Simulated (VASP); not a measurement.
# Sn3Cl (P6_3/mmc) in VASP: single point with PBE

Aim: the single point of Sn3Cl with PBE.

Program: VASP 6.6.1. These are calculated values, not measurements. Logs are shortened: lines on timing, memory, paths and dates and some standing lists are left out, and cuts for length are marked.

### 1 The cell of the first run

Symmetry: P6_3/mmc, No. 194, hexagonal system. Conventional cell: a = 6.699 Å, b = 6.699 Å, c = 5.574 Å, α = 90.00°, β = 90.00°, γ = 120.00°. Within 4.3 Å of Sn (site symmetry mm2) lie 8 Sn at 3.26 to 3.43 Å and 4 Cl at 3.35 to 3.42 Å. Within 4.4 Å of Cl (site symmetry -6m2) lie 12 Sn at 3.35 to 3.42 Å.

### 2 Single point, PBE

File INCAR:

```
PREC     = Accurate       # precision mode
ENCUT    = 520            # plane-wave cutoff, eV
EDIFF    = 1E-7           # SCF threshold, eV
ISMEAR   = 0              # smearing method
SIGMA    = 0.1            # smearing width, eV
LREAL    = False          # projectors in reciprocal space
LASPH    = True           # aspherical terms in the spheres
NELM     = 80             # most SCF steps
ALGO     = Normal         # electronic algorithm
ISIF     = 2              # what is computed and relaxed
LWAVE    = False          # write WAVECAR
LCHARG   = True           # write CHGCAR
GGA      = PE             # functional
LELF     = True           # ELF
LVHAR    = True         
NBANDS   = 59             # bands
```

File KPOINTS:

```
Automatic mesh
0
Gamma
  6 6 8
```

File POSCAR:

```
Sn3Cl
1.0
    6.6987584210      0.0000000000      0.0000000000
   -3.3493792105      5.8012949664      0.0000000000
    0.0000000000      0.0000000000      5.5741718127
Sn Cl
6 2
Direct
    0.8375893879      0.6751787759      0.2500000000
    0.1624106121      0.8375893879      0.7500000000
    0.3248212241      0.1624106121      0.2500000000
    0.1624106121      0.3248212241      0.7500000000
    0.8375893879      0.1624106121      0.2500000000
    0.6751787759      0.8375893879      0.7500000000
    0.3333333333      0.6666666667      0.2500000000
    0.6666666667      0.3333333333      0.7500000000
```

Potentials or basis: VASP PAW PBE potentials, release 64 (Sn_d, Cl).

Started as:

```
$ cat potpaw_PBE.64/Sn_d/POTCAR potpaw_PBE.64/Cl/POTCAR > POTCAR
$ mpirun -np 1 vasp_std > vasp.out
```

OUTCAR:

```text
PREC = Accurate
   ENCUT = 520
   EDIFF = 1E-7
   ISMEAR = 0
   LREAL = False
   LASPH = True
   NELM = 80
   ISIF = 2
   GGA = PE

 ion  position               nearest neighbor table
   1  0.838  0.675  0.250-   3 3.26   5 3.26   6 3.36   6 3.36   2 3.36   2 3.36   5 3.43   3 3.43

   2  0.162  0.838  0.750-   4 3.26   6 3.26   3 3.36   3 3.36   1 3.36   1 3.36   4 3.43   6 3.43

   3  0.325  0.162  0.250-   1 3.26   5 3.26   4 3.36   4 3.36   2 3.36   2 3.36   1 3.43   5 3.43

   4  0.162  0.325  0.750-   2 3.26   6 3.26   3 3.36   3 3.36   5 3.36   5 3.36   6 3.43   2 3.43

   5  0.838  0.162  0.250-   1 3.26   3 3.26   6 3.36   6 3.36   4 3.36   4 3.36   1 3.43   3 3.43

   6  0.675  0.838  0.750-   4 3.26   2 3.26   1 3.36   1 3.36   5 3.36   5 3.36   4 3.43   2 3.43

   7  0.333  0.667  0.250-
   8  0.667  0.333  0.750-

  LATTYP: Found a hexagonal cell.
 ALAT       =     6.6987584210
 C/A-ratio  =     0.8321201426

  Lattice vectors:

 A1 = (   6.6987584210,   0.0000000000,   0.0000000000)
 A2 = (  -3.3493792105,   5.8012949664,   0.0000000000)
 A3 = (   0.0000000000,   0.0000000000,   5.5741718127)

Analysis of symmetry for initial positions (statically):
=====================================================================
 Subroutine PRICEL returns:
 Original cell was already a primitive cell.

 Routine SETGRP: Setting up the symmetry group for a
 hexagonal supercell.

 Subroutine GETGRP returns: Found 24 space group operations
 (whereof 12 operations were pure point group operations)
 out of a pool of 24 trial point group operations.

The static configuration has the point symmetry D_3d.
 The point group associated with its full space group is D_6h.

Analysis of symmetry for dynamics (positions and initial velocities):
=====================================================================
 Subroutine PRICEL returns:
 Original cell was already a primitive cell.

 Routine SETGRP: Setting up the symmetry group for a
 hexagonal supercell.

 Subroutine GETGRP returns: Found 24 space group operations
 (whereof 12 operations were pure point group operations)
 out of a pool of 24 trial point group operations.

The dynamic configuration has the point symmetry D_3d.
 The point group associated with its full space group is D_6h.

 Subroutine INISYM returns: Found 24 space group operations
 (whereof 12 operations are pure point group operations),
 and found     1 'primitive' translations

----------------------------------------------------------------------------------------

                                     Primitive cell

  volume of cell :     216.6205

  direct lattice vectors                    reciprocal lattice vectors
     6.698758421  0.000000000  0.000000000     0.149281395  0.086187653  0.000000000
    -3.349379210  5.801294966  0.000000000     0.000000000  0.172375307  0.000000000
     0.000000000  0.000000000  5.574171813     0.000000000  0.000000000  0.179398848

  length of vectors
     6.698758421  6.698758421  5.574171813     0.172375307  0.172375307  0.179398848

  position of ions in fractional coordinates (direct lattice)
     0.837589388  0.675178776  0.250000000
     0.162410612  0.837589388  0.750000000
     0.324821224  0.162410612  0.250000000
     0.162410612  0.324821224  0.750000000
     0.837589388  0.162410612  0.250000000
     0.675178776  0.837589388  0.750000000
     0.333333333  0.666666667  0.250000000
     0.666666667  0.333333333  0.750000000

  ion indices of the primitive-cell ions
   primitive index   ion index
                 1           1
                 2           2
                 3           3
                 4           4
                 5           5
                 6           6
                 7           7
                 8           8

----------------------------------------------------------------------------------------

 KPOINTS: Automatic mesh

Automatic generation of k-mesh.
 Grid dimensions read from file:
 generate k-points for:    6    6    8

 Generating k-lattice:

  Cartesian coordinates                     Fractional coordinates (reciprocal lattice)
     0.024880232  0.014364609  0.000000000     0.166666667 -0.000000000  0.000000000
     0.000000000  0.028729218  0.000000000     0.000000000  0.166666667  0.000000000
     0.000000000  0.000000000  0.022424856     0.000000000  0.000000000  0.125000000

  Length of vectors
     0.028729218  0.028729218  0.022424856

  Shift w.r.t. Gamma in fractional coordinates (k-lattice)
     0.000000000  0.000000000  0.000000000

 Subroutine IBZKPT returns following result:
 ===========================================

 Found     35 irreducible k-points:

 Following reciprocal coordinates:
            Coordinates               Weight
  0.000000  0.000000  0.000000      1.000000
  0.166667  0.000000  0.000000      6.000000
  0.333333  0.000000  0.000000      6.000000
  0.500000  0.000000  0.000000      3.000000
  0.166667  0.166667  0.000000      6.000000
  0.333333  0.166667  0.000000     12.000000
[... 16 lines left out ...]
  0.166667  0.000000  0.375000     12.000000
  0.333333  0.000000  0.375000     12.000000
 [... further k-points ...]
   k-points           NKPTS =     35   k-points in BZ     NKDIM =     35   number of bands    NBANDS=     59
   number of dos      NEDOS =    301   number of ions     NIONS =      8
   total plane-waves  NPLWV = 105000
   dimension x,y,z NGX =    50 NGY =   50 NGZ =   42
   dimension x,y,z NGXF=   100 NGYF=  100 NGZF=   84
   ions per type =               6   2
   NGX,Y,Z   is equivalent  to a cutoff of  12.41, 12.41, 12.53 a.u.
   NGXF,Y,Z  is equivalent  to a cutoff of  24.82, 24.82, 25.05 a.u.
 SYSTEM =  unknown system
   PREC   = accura    normal or accurate (medium, high low for compatibility)
   ISTART =      0    job   : 0-new  1-cont  2-samecut
   ICHARG =      2    charge: 1-file 2-atom 10-const
   ISPIN  =      1    spin polarized calculation?
   LNONCOLLINEAR =      F non collinear calculations
   LSORBIT =      F    spin-orbit coupling
   LASPH  =      T    aspherical Exc in radial PAW
   ENCUT  =  520.0 eV  38.22 Ry    6.18 a.u.  12.46 12.46 10.36*2*pi/ulx,y,z
   NELM   =     80;   NELMIN=  2; NELMDL= -5     # of ELM steps
   EDIFF  = 0.1E-06   stopping-criterion for ELM
   LREAL  =      F    real-space projection
   EDIFFG = 0.1E-05   stopping-criterion for IOM
   NSW    =      0    number of steps for IOM
   IBRION =     -1    ionic relax: 0-MD 1-quasi-New 2-CG
   NFREE  =      0    steps in history (QN), initial steepest desc. (CG)
   ISIF   =      2    stress and relaxation
   ISYM   =      2    0-nonsym 1-usesym 2-fastsym
   POTIM  = 0.5000    time-step for ionic-motion
   TEBEG  =    0.0;   TEEND  =   0.0 temperature during run
   PSTRESS=    0.0 pullay stress
   NELECT =      98.0000    total number of electrons
   NUPDOWN=      -1.0000    fix difference up-down
   EMIN   =  10.00;   EMAX   =-10.00  energy-range for DOS
   EFERMI =   0.00;   METHOD = LEGACY
   ISMEAR =     0;   SIGMA  =   0.10  broadening in eV -4-tet -1-fermi 0-gaus
   EFERMI_NEDOS =   21; number of points for ismear=-14 and -15
   IALGO  =     38    algorithm
   IMIX   =      4    mixing-type and parameters
     AMIX     =   0.40;   BMIX     =  1.00
     AMIX_MAG =   1.60;   BMIX_MAG =  1.00
  volume/ion in A,a.u.               =      27.08       182.73
  Fermi-wavevector in a.u.,A,eV,Ry     =   1.256754  2.374921 21.489462  1.579431
  Thomas-Fermi vector in A             =   2.390447
   LORBIT       =      0    0 simple, 1 ext, 2 COOP (PROOUT), +10 PAW based schemes
   GGA     = PE    functional components
   LHFCALC =     F    Hartree Fock is set to
   AEXX    =    0.0000 exact exchange contribution
   IVDW    =     0    specifies the selected vdW correction
   LEPSILON=     F    determine dielectric tensor
   LRPA    =     F    only Hartree local field effects (RPA)
 non-spin polarized calculation
 Gauss-broadening in eV      SIGMA  =   0.10
  energy-cutoff  :      520.00
  volume of cell :      216.62
 maximum number of plane-waves:      5860
 NGX is ok and might be reduce to    50
   NGX = 25   NGY = 25   NGZ = 21

 number of electron      98.0000032 magnetization

 Free energy of the ion-electron system (eV)
  ---------------------------------------------------
  ext. energy  EPLUGINS =         0.00000000
  ---------------------------------------------------
  free energy    TOTEN  =       -26.88101497 eV

  energy without entropy =      -26.84242651  energy(sigma->0) =      -26.86172074

 E-fermi :   6.5023     XC(G=0):  -9.9055

 val. band max:        6.5016067948   @ k =   0.1667   0.1667   0.3750
 cond. band min:       6.5099125030   @ k =   0.0000   0.0000   0.3750
 fundamental gap:      0.0083057082
 Fermi energy:         6.5023379919

 k-point     1 :       0.0000    0.0000    0.0000
  band No.  band energies     occupation
      1     -15.0433      2.00000
      2     -15.0433      2.00000
      3     -15.0371      2.00000
      4     -15.0065      2.00000
      5     -15.0065      2.00000
      6     -15.0025      2.00000
[... 51 lines left out ...]
     58      12.2015      0.00000
     59      12.4233      0.00000

 k-point     2 :       0.1667    0.0000    0.0000
  band No.  band energies     occupation
      1     -15.0413      2.00000
      2     -15.0334      2.00000
      3     -15.0290      2.00000
      4     -15.0062      2.00000
      5     -15.0035      2.00000
      6     -14.9972      2.00000
[... 51 lines left out ...]
     58      11.9929      0.00000
     59      12.0769      0.00000

 k-point     3 :       0.3333    0.0000    0.0000
  band No.  band energies     occupation
      1     -15.0379      2.00000
      2     -15.0095      2.00000
      3     -15.0080      2.00000
      4     -15.0080      2.00000
      5     -15.0048      2.00000
      6     -14.9929      2.00000
[... 1238 lines left out ...]
      5     -15.0145      2.00000
      6     -15.0068      2.00000
[... 51 lines left out ...]
     58      11.2654      0.00000
     59      11.3411      0.00000

 k-point    24 :       0.3333    0.0000    0.3750
  band No.  band energies     occupation
      1     -15.0299      2.00000
      2     -15.0193      2.00000
      3     -15.0045      2.00000
      4     -15.0008      2.00000
      5     -14.9990      2.00000
      6     -14.9951      2.00000
[... 51 lines left out ...]
     58       9.8856      0.00000
     59      10.9485      0.00000

 [... further k-points ...]

------------------------ aborting loop because EDIFF is reached ----------------------------------------

  FORCE on cell =-STRESS in cart. coord.  units (eV):
  Direction    XX          YY          ZZ          XY          YZ          ZX
  --------------------------------------------------------------------------------------
  -------------------------------------------------------------------------------------
  Total       -0.0934999     -0.0934999     -0.0662440      0.0000000      0.0000000     -0.0000000
  in kB       -0.6915477     -0.6915477     -0.4899563      0.0000000      0.0000000     -0.0000000
  external PRESSURE =      -0.6243506 kB  Pullay stress =       0.0000000 kB

 VOLUME and BASIS-vectors are now :
 -----------------------------------------------------------------------------
  energy-cutoff  :      520.00
  volume of cell :      216.62
      direct lattice vectors                 reciprocal lattice vectors
     6.698758421  0.000000000  0.000000000     0.149281395  0.086187653  0.000000000
    -3.349379210  5.801294966  0.000000000     0.000000000  0.172375307  0.000000000
     0.000000000  0.000000000  5.574171813     0.000000000  0.000000000  0.179398848

 POSITION                                       TOTAL-FORCE (eV/Angst)
 -----------------------------------------------------------------------------------
      3.34938      3.91691      1.39354        -0.000000      0.000633     -0.000000
     -1.71746      4.85910      4.18063        -0.000549      0.000317     -0.000000
      1.63192      0.94219      1.39354        -0.000549     -0.000317     -0.000000
      0.00000      1.88438      4.18063        -0.000000     -0.000633      0.000000
      5.06683      0.94219      1.39354         0.000549     -0.000317      0.000000
      1.71746      4.85910      4.18063         0.000549      0.000317      0.000000
     -0.00000      3.86753      1.39354        -0.000000      0.000000      0.000000
      3.34938      1.93376      4.18063        -0.000000     -0.000000      0.000000
 -----------------------------------------------------------------------------------
    total drift:                               -0.000000      0.000000     -0.000000

  FREE ENERGIE OF THE ION-ELECTRON SYSTEM (eV)
  ---------------------------------------------------
  free  energy   TOTEN  =       -26.8810149746 eV

  energy  without entropy=      -26.8424265139  energy(sigma->0) =      -26.86172074
```

It took 11 min on 1 thread of Intel Xeon 8259CL, shared host; peak memory 0.51 GiB.

Results:

```
Free energy            : -26.8810 eV
Pressure               : -0.1 GPa
Band gap on the k mesh : zero (bands 49 and 50 overlap by 0.68 eV)
```

Levels at points of the mesh, in eV from the Fermi level:
| k point | band 47 | band 48 | band 49 | band 50 | band 51 | band 52 |
| --- | --- | --- | --- | --- | --- | --- |
| (0.00, 0.00, 0.00) | -1.54 | -0.39 | -0.39 | 0.86 | 0.86 | 0.98 |
| (0.50, 0.00, 0.00) | -1.35 | -0.73 | 0.04 | 0.23 | 0.31 | 1.04 |
| (0.00, 0.00, 0.50) | -0.04 | -0.04 | -0.04 | -0.04 | 1.17 | 1.17 |
| (0.50, 0.00, 0.50) | -0.10 | -0.10 | 0.34 | 0.34 | 1.46 | 1.46 |

Caveat: spin-orbit coupling is left out, which moves the levels of the heavy elements.
